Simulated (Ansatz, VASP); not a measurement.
# Two plane-wave programs on Ir

INCAR

```
SYSTEM = Ir
PREC = Accurate
ENCUT = 400
EDIFF = 1E-6
ISMEAR = -1
SIGMA = 0.01
LREAL = .FALSE.
LASPH = .TRUE.
NELM = 200
ALGO = Normal
ISIF = 2
LWAVE = .FALSE.
LCHARG = .FALSE.
ISPIN = 2
MAGMOM = 5
LORBIT = 11
LMAXMIX = 4
GGA = RP
ISYM = 0
NBANDS = 14
GGA_COMPAT = .FALSE.
```

File KPOINTS:

```
regular mesh
0
G
  1 1 1
  0 0 0
```

The input POSCAR:

```
Ir
1.0
   14.0000000000      0.0000000000      0.0000000000
    0.0000000000     14.4000000000      0.0000000000
    0.0000000000      0.0000000000     14.8000000000
Ir
1
Direct
    0.5000000000      0.5000000000      0.5000000000
```

Input for Ansatz:

```yaml
crystal:
  lattice:
    - [14.0, 0.0, 0.0]
    - [0.0, 14.4, 0.0]
    - [0.0, 0.0, 14.8]
  atoms:
    - { symbol: Ir, position: [0.5, 0.5, 0.5], spin: 5.0 }
  symmetry: { detect: false, time_reversal: true }
hamiltonian:
  xc: rpbe
  pseudopotentials:
    kind: paw
    azcp:
      Ir: "pseudopotentials/Ir.paw.azcp"
basis:
  ecutwfc: 420
  fft_grid_basis: typed
kpoints:
  mp_grid: { grid: [1, 1, 1], shift: [0, 0, 0] }
magnetization:
  spin_polarized: true
scf:
  occupations: { method: fermi_dirac, width: 0.01 }
```

Alike in both runs: task single point; functional RPBE; k mesh 1 × 1 × 1; occupations fermi-dirac, width 0.01 eV; collinear spin.

|  | VASP | Ansatz |
| --- | --- | --- |
| version | VASP 6.6.1 | Ansatz 0.2.0 |
| potentials or method | VASP PAW PBE potentials, release 64 (Ir), cutoff 400 eV | plane waves (420 eV) with PAW, scalar-relativistic |
| valence electrons in the cell | 9 | 17 |

VASP gave:

* net moment per atom (μB): 3.00
* size of the moment on the site where the two differ most (μB): 2.35

Task: Estimate Ansatz's values.

Result: net moment per atom (μB): 3.00; size of the moment on the site where the two differ most (μB): 3.00.

VASP's potentials were made for PBE, not for RPBE. Site moments also hang on the region over which each program counts them. VASP's potentials hold 9 valence electrons a cell and Ansatz's 17, so a difference there can come from the potentials and not from the codes. Ansatz's warnings: given moment on shells.

Spin-orbit coupling is off throughout.
